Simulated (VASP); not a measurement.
# Al36H in VASP: single point with PBE+D3(BJ)

Aim: the single point of Al36H with PBE+D3(BJ).

Everything below comes from runs of VASP 6.6.1. Logs are shortened: lines on timing, memory, paths and dates and some standing lists are left out, and cuts for length are marked.

## (1) The cell of the first run

The cell holds a slab with vacuum, 37 atoms: a = 5.629 Å, b = 5.629 Å, c = 35.907 Å, α = 90.00°, β = 90.00°, γ = 120.00°.

## (2) Single point, PBE+D3(BJ)

The input, INCAR:

```
SYSTEM = Al36H
PREC = Accurate
ENCUT = 520
EDIFF = 1E-7
ISMEAR = 0
SIGMA = 0.1
LREAL = Auto
LASPH = .True.
NELM = 60
ALGO = Normal
ISIF = 2
LWAVE = .False.
LCHARG = .False.
LDIPOL = .True.
IDIPOL = 3
DIPOL = 0.5 0.5 0.378
GGA = PE
IVDW = 12
NBANDS = 78
```

The input, KPOINTS:

```
Automatic mesh
0
Gamma
  6 6 1
  0 0 0
```

The input, POSCAR:

```
Al36H
1.0
    5.6288445219      0.0000000000      0.0000000000
   -2.8144222609      4.8747223499      0.0000000000
    0.0000000000      0.0000000000     35.9073562080
Al H
36 1
Direct
    0.1666666667      0.3333333333      0.1113977865
    0.1666666667      0.8333333333      0.1113977865
    0.6666666667      0.3333333333      0.1113977865
    0.6666666667      0.8333333333      0.1113977865
    0.0000000000      0.0000000000      0.1757372983
    0.0000000000      0.5000000000      0.1757372983
    0.5000000000      0.0000000000      0.1757372983
    0.5000000000      0.5000000000      0.1757372983
    0.3333333333      0.1666666667      0.2400768102
    0.3333333333      0.6666666667      0.2400768102
    0.8333333333      0.1666666667      0.2400768102
    0.8333333333      0.6666666667      0.2400768102
    0.0000000000      0.0000000000      0.3044163221
    0.0000000000      0.5000000000      0.3044163221
    0.5000000000      0.0000000000      0.3044163221
    0.5000000000      0.5000000000      0.3044163221
    0.1666666667      0.3333333333      0.3682539347
    0.1666666667      0.8333333333      0.3682539347
    0.6666666667      0.3333333333      0.3682539347
    0.6666666667      0.8333333333      0.3682539347
    0.0000000000      0.0000000000      0.4320699059
    0.0000000000      0.5000000000      0.4320699059
    0.5000000000      0.0000000000      0.4320699059
    0.5000000000      0.5000000000      0.4320699059
    0.3333333333      0.1666666667      0.4967844642
    0.3333333333      0.6666666667      0.4967844642
    0.8333333333      0.1666666667      0.4967844642
    0.8333333333      0.6666666667      0.4967844642
    0.0000000000      0.0000000000      0.5611166564
    0.0000000000      0.5000000000      0.5611166564
    0.5000000000      0.0000000000      0.5611166564
    0.5000000000      0.5000000000      0.5611166564
    0.1666666667      0.3333333333      0.6268174153
    0.1666666667      0.8333333333      0.6268174153
    0.6666666667      0.3333333333      0.6268174153
    0.6666666667      0.8333333333      0.6268174153
    0.5000000000      0.5000000000      0.7047958658
```

Potentials or basis: VASP PAW PBE potentials, release 64 (Al, H).

The run is started by

```console
> cat potpaw_PBE.64/Al/POTCAR potpaw_PBE.64/H/POTCAR > POTCAR
> mpirun -np 1 vasp_std > vasp.out
```

OUTCAR:

```text
SYSTEM = Al36H
   PREC = Accurate
   ENCUT = 520
   EDIFF = 1E-7
   ISMEAR = 0
   LREAL = Auto
   LASPH = .True.
   NELM = 60
   ISIF = 2
   GGA = PE
   IVDW = 12
 IVDW          = 12

 ion  position               nearest neighbor table
   1  0.167  0.333  0.111-   2 2.81   2 2.81   3 2.81   3 2.81   4 2.81   4 2.81   5 2.82   8 2.82
                             6 2.82
   2  0.167  0.833  0.111-   1 2.81   1 2.81   4 2.81   4 2.81   3 2.81   3 2.81   6 2.82   7 2.82
                             5 2.82
   3  0.667  0.333  0.111-   4 2.81   4 2.81   1 2.81   1 2.81   2 2.81   2 2.81   7 2.82   6 2.82
                             8 2.82
   4  0.667  0.833  0.111-   3 2.81   3 2.81   2 2.81   2 2.81   1 2.81   1 2.81   8 2.82   5 2.82
                             7 2.82
   5  0.000  0.000  0.176-   6 2.81   6 2.81   7 2.81   7 2.81   8 2.81   8 2.81   1 2.82   4 2.82
                             2 2.82  12 2.82   9 2.82  11 2.82
   6  0.000  0.500  0.176-   5 2.81   5 2.81   8 2.81   8 2.81   7 2.81   7 2.81   2 2.82   3 2.82
                             1 2.82  11 2.82  10 2.82  12 2.82
   7  0.500  0.000  0.176-   8 2.81   8 2.81   5 2.81   5 2.81   6 2.81   6 2.81   3 2.82   2 2.82
                             4 2.82  10 2.82  11 2.82   9 2.82
   8  0.500  0.500  0.176-   7 2.81   7 2.81   6 2.81   6 2.81   5 2.81   5 2.81   4 2.82   1 2.82
                             3 2.82   9 2.82  12 2.82  10 2.82
   9  0.333  0.167  0.240-  10 2.81  10 2.81  11 2.81  11 2.81  12 2.81  12 2.81  16 2.82   8 2.82
[... 40 lines left out ...]
                            27 2.82  33 2.86  36 2.86  34 2.86
  30  0.000  0.500  0.561-  29 2.81  29 2.81  32 2.81  32 2.81  31 2.81  31 2.81  27 2.82  26 2.82
                            28 2.82  34 2.86  35 2.86  33 2.86
  31  0.500  0.000  0.561-  32 2.81  32 2.81  29 2.81  29 2.81  30 2.81  30 2.81  26 2.82  27 2.82
                            25 2.82  35 2.86  34 2.86  36 2.86
  32  0.500  0.500  0.561-  31 2.81  31 2.81  30 2.81  30 2.81  29 2.81  29 2.81  25 2.82  28 2.82
                            26 2.82  36 2.86  33 2.86  35 2.86
  33  0.167  0.333  0.627-  34 2.81  34 2.81  35 2.81  35 2.81  36 2.81  36 2.81  29 2.86  32 2.86
                            30 2.86
  34  0.167  0.833  0.627-  33 2.81  33 2.81  36 2.81  36 2.81  35 2.81  35 2.81  30 2.86  31 2.86
                            29 2.86
  35  0.667  0.333  0.627-  36 2.81  36 2.81  33 2.81  33 2.81  34 2.81  34 2.81  31 2.86  30 2.86
                            32 2.86
  36  0.667  0.833  0.627-  35 2.81  35 2.81  34 2.81  34 2.81  33 2.81  33 2.81  32 2.86  29 2.86
                            31 2.86
  37  0.500  0.500  0.705-

  LATTYP: Found a hexagonal cell.
 ALAT       =     5.6288445219
 C/A-ratio  =     6.3791700176

  Lattice vectors:

 A1 = (   5.6288445219,   0.0000000000,   0.0000000000)
 A2 = (  -2.8144222609,   4.8747223499,   0.0000000000)
 A3 = (   0.0000000000,   0.0000000000,  35.9073562080)

Analysis of symmetry for initial positions (statically):
=====================================================================
 Subroutine PRICEL returns:
 Original cell was already a primitive cell.

 Routine SETGRP: Setting up the symmetry group for a
 hexagonal supercell.

 Subroutine GETGRP returns: Found  6 space group operations
 (whereof  2 operations were pure point group operations)
 out of a pool of 24 trial point group operations.

The static configuration has the point symmetry C_1h.
 The point group associated with its full space group is C_3v.

Analysis of symmetry for dynamics (positions and initial velocities):
=====================================================================
 Subroutine PRICEL returns:
 Original cell was already a primitive cell.

 Routine SETGRP: Setting up the symmetry group for a
 hexagonal supercell.

 Subroutine GETGRP returns: Found  6 space group operations
 (whereof  2 operations were pure point group operations)
 out of a pool of 24 trial point group operations.

The dynamic configuration has the point symmetry C_1h.
 The point group associated with its full space group is C_3v.

 Subroutine INISYM returns: Found  6 space group operations
 (whereof  2 operations are pure point group operations),
 and found     1 'primitive' translations

----------------------------------------------------------------------------------------

                                     Primitive cell

  volume of cell :     985.2639

  direct lattice vectors                    reciprocal lattice vectors
[... 99 lines left out ...]
     0.000000000  0.000000000  0.027849447     0.000000000  0.000000000  1.000000000

  Length of vectors
     0.034189981  0.034189981  0.027849447

  Shift w.r.t. Gamma in fractional coordinates (k-lattice)
     0.000000000  0.000000000  0.000000000

 Subroutine IBZKPT returns following result:
 ===========================================

 Found      7 irreducible k-points:

 Following reciprocal coordinates:
            Coordinates               Weight
  0.000000  0.000000  0.000000      1.000000
  0.166667  0.000000  0.000000      6.000000
  0.333333  0.000000  0.000000      6.000000
  0.500000  0.000000  0.000000      3.000000
  0.166667  0.166667  0.000000      6.000000
  0.333333  0.166667  0.000000     12.000000
  0.333333  0.333333  0.000000      2.000000
   k-points           NKPTS =      7   k-points in BZ     NKDIM =      7   number of bands    NBANDS=     78
   number of dos      NEDOS =    301   number of ions     NIONS =     37
   total plane-waves  NPLWV = 476280
   dimension x,y,z NGX =    42 NGY =   42 NGZ =  270
   dimension x,y,z NGXF=    84 NGYF=   84 NGZF=  540
   ions per type =              36   1
   NGX,Y,Z   is equivalent  to a cutoff of  12.40, 12.40, 12.50 a.u.
   NGXF,Y,Z  is equivalent  to a cutoff of  24.81, 24.81, 25.00 a.u.
 SYSTEM =  Al36H
   PREC   = accura    normal or accurate (medium, high low for compatibility)
   ISTART =      0    job   : 0-new  1-cont  2-samecut
   ICHARG =      2    charge: 1-file 2-atom 10-const
   ISPIN  =      1    spin polarized calculation?
   LNONCOLLINEAR =      F non collinear calculations
   LSORBIT =      F    spin-orbit coupling
   LASPH  =      T    aspherical Exc in radial PAW
   ENCUT  =  520.0 eV  38.22 Ry    6.18 a.u.  10.47 10.47 66.76*2*pi/ulx,y,z
   NELM   =     60;   NELMIN=  2; NELMDL= -5     # of ELM steps
   EDIFF  = 0.1E-06   stopping-criterion for ELM
   LREAL  =      T    real-space projection
   EDIFFG = 0.1E-05   stopping-criterion for IOM
   NSW    =      0    number of steps for IOM
   IBRION =     -1    ionic relax: 0-MD 1-quasi-New 2-CG
   NFREE  =      0    steps in history (QN), initial steepest desc. (CG)
   ISIF   =      2    stress and relaxation
   ISYM   =      2    0-nonsym 1-usesym 2-fastsym
   POTIM  = 0.5000    time-step for ionic-motion
   TEBEG  =    0.0;   TEEND  =   0.0 temperature during run
   PSTRESS=    0.0 pullay stress
   NELECT =     109.0000    total number of electrons
   NUPDOWN=      -1.0000    fix difference up-down
   EMIN   =  10.00;   EMAX   =-10.00  energy-range for DOS
   EFERMI =   0.00;   METHOD = LEGACY
   ISMEAR =     0;   SIGMA  =   0.10  broadening in eV -4-tet -1-fermi 0-gaus
   EFERMI_NEDOS =   21; number of points for ismear=-14 and -15
   IALGO  =     38    algorithm
   IMIX   =      4    mixing-type and parameters
     AMIX     =   0.40;   BMIX     =  1.00
     AMIX_MAG =   1.60;   BMIX_MAG =  1.00
  volume/ion in A,a.u.               =      26.63       179.70
  Fermi-wavevector in a.u.,A,eV,Ry     =   0.785898  1.485132  8.403442  0.617636
  Thomas-Fermi vector in A             =   1.890327
   LORBIT       =      0    0 simple, 1 ext, 2 COOP (PROOUT), +10 PAW based schemes
   GGA     = PE    functional components
   LHFCALC =     F    Hartree Fock is set to
   AEXX    =    0.0000 exact exchange contribution
   IVDW    =    12    specifies the selected vdW correction
   LEPSILON=     F    determine dielectric tensor
   LRPA    =     F    only Hartree local field effects (RPA)
 non-spin polarized calculation
 Gauss-broadening in eV      SIGMA  =   0.10
  energy-cutoff  :      520.00
  volume of cell :      985.26
 maximum number of plane-waves:     26641
 NGX is ok and might be reduce to    42
   NGX = 21   NGY = 21   NGZ =133

 dipolmoment           0.000000      0.000000     -0.033310 electrons x Angstroem

 number of electron     109.0000001 magnetization

 dipolmoment           0.000000      0.000000      0.280514 electrons x Angstroem

 Free energy of the ion-electron system (eV)
  ---------------------------------------------------
  ext. energy  EPLUGINS =         0.00000000
  ---------------------------------------------------
  free energy    TOTEN  =      -132.67896553 eV

  energy without entropy =     -132.59042859  energy(sigma->0) =     -132.63469706

 E-fermi :   2.8417     XC(G=0):  -6.6362

 val. band max:        2.8379984741   @ k =   0.1667   0.0000   0.0000
 cond. band min:       2.8826054534   @ k =   0.3333   0.0000   0.0000
 fundamental gap:      0.0446069793
 Fermi energy:         2.8416830094

 k-point     1 :       0.0000    0.0000    0.0000
  band No.  band energies     occupation
      1      -8.4648      2.00000
      2      -8.2002      2.00000
      3      -7.8137      2.00000
      4      -7.2605      2.00000
      5      -6.5810      2.00000
      6      -5.7671      2.00000
[... 472 lines left out ...]
     65       5.4539      0.00000
     66       5.4546      0.00000
 [bands above 66 left out]

------------------------ aborting loop because EDIFF is reached ----------------------------------------

 vacuum level on the upper side and lower side of the slab       (xc-potential included)         0.837        -0.979

 Edisp (eV)  -11.26967

 E8    (eV) :    -5.1063

  FORCE on cell =-STRESS in cart. coord.  units (eV):
  Direction    XX          YY          ZZ          XY          YZ          ZX
  --------------------------------------------------------------------------------------
  -------------------------------------------------------------------------------------
  Total      -4.03787    -4.03787    -2.04239    -0.00000     0.00000     0.00000
  in kB      -6.56615    -6.56615    -3.32122    -0.00000     0.00000     0.00000
  external pressure =       -5.48 kB  Pullay stress =        0.00 kB

 VOLUME and BASIS-vectors are now :
 -----------------------------------------------------------------------------
  energy-cutoff  :      520.00
  volume of cell :      985.26
      direct lattice vectors                 reciprocal lattice vectors
     5.628844522  0.000000000  0.000000000     0.177656355  0.102569944  0.000000000
    -2.814422261  4.874722350  0.000000000     0.000000000  0.205139889  0.000000000
     0.000000000  0.000000000 35.907356208     0.000000000  0.000000000  0.027849447

 POSITION                                       TOTAL-FORCE (eV/Angst)
 -----------------------------------------------------------------------------------
      0.00000      1.62491      4.00000         0.030637      0.017688     -0.105344
     -1.40721      4.06227      4.00000        -0.000000      0.000000     -0.112273
      2.81442      1.62491      4.00000        -0.030637      0.017688     -0.105344
      1.40721      4.06227      4.00000        -0.000000     -0.035377     -0.105344
      0.00000      0.00000      6.31026        -0.001951      0.001127      0.128353
     -1.40721      2.43736      6.31026        -0.000000     -0.002253      0.128353
[... 29 lines left out ...]
      1.40721      4.06227     22.50736        -0.000000     -0.103481      0.368826
      1.40721      2.43736     25.30736        -0.000000      0.000000     -1.061364
 -----------------------------------------------------------------------------------
    total drift:                               -0.000000      0.000000     -0.028546

  FREE ENERGIE OF THE ION-ELECTRON SYSTEM (eV)
  ---------------------------------------------------
  free  energy   TOTEN  =      -143.9486362327 eV

  energy  without entropy=     -143.8600992916  energy(sigma->0) =     -143.90436776

 vacuum level on the upper side and lower side of the slab         8.708         6.866
```

Run time: 19 min. Hardware: 1 thread of Intel Xeon 6975P-C (Granite Rapids), shared host; peak memory 1.1 GiB.

Results:

- Free energy: -143.9486 eV
- Largest force: 1.061 eV/Å
- Band gap on the k mesh: zero (an odd number of electrons rules out a gap without spin polarisation)
- Dispersion energy per atom: -0.305 eV

Forces in eV/Å, atoms in the order of the input:
```
Al   0.031  0.018 -0.105
Al   0.000  0.000 -0.112
Al  -0.031  0.018 -0.105
Al   0.000 -0.035 -0.105
Al  -0.002  0.001  0.128
Al   0.000 -0.002  0.128
Al   0.002  0.001  0.128
Al   0.000  0.000  0.082
Al   0.000  0.036 -0.023
Al   0.031 -0.018 -0.023
Al   0.000  0.000 -0.032
Al  -0.031 -0.018 -0.023
Al   0.010 -0.006  0.004
Al   0.000  0.012  0.004
Al  -0.010 -0.006  0.004
Al   0.000  0.000  0.058
Al   0.029  0.017  0.003
Al   0.000  0.000  0.001
Al  -0.029  0.017  0.003
Al   0.000 -0.034  0.003
Al   0.013 -0.008  0.026
Al   0.000  0.016  0.026
Al  -0.013 -0.008  0.026
Al   0.000  0.000 -0.023
Al   0.000  0.000 -0.027
Al   0.000  0.000 -0.027
Al   0.000  0.000  0.024
Al   0.000  0.000 -0.027
Al  -0.032  0.019 -0.040
Al   0.000 -0.037 -0.040
Al   0.032  0.019 -0.040
Al   0.000  0.000  0.063
Al   0.090  0.052  0.369
Al   0.000  0.000 -0.008
Al  -0.090  0.052  0.369
Al   0.000 -0.103  0.369
H    0.000  0.000 -1.061
```

The gap in the log of VASP goes by the Fermi energy; the results here count the filled bands.